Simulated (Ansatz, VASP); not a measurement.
**ZrO2 in VASP and in Ansatz**

```
Zr O
1.0
     0.00000    2.53500    2.53500
     2.53500    0.00000    2.53500
     2.53500    2.53500    0.00000
Zr O
1 2
Direct
  0.00000 0.00000 0.00000
  0.25000 0.25000 0.25000
  0.75000 0.75000 0.75000
```

Alike in both runs: task electric field gradients; functional PBE; k mesh 9 × 9 × 9; occupations fermi-dirac, width 0.02 eV; no spin polarisation.

|  | VASP | Ansatz |
| --- | --- | --- |
| version | VASP 6.6.1 | Ansatz 0.2.0 |
| potentials or method | VASP PAW PBE potentials, release 64 (Zr_sv, O), cutoff 520 eV | all-electron PAW with datasets made for the crystal, scalar-relativistic |

```tsv
	VASP	Ansatz	Ansatz less VASP
gap on the k mesh at the Fermi level (eV)	3.44	3.44	+0.006
pressure (GPa)	7.1	6.8	-0.35
```

Ansatz ran all-electron here, and VASP with PAW potentials.
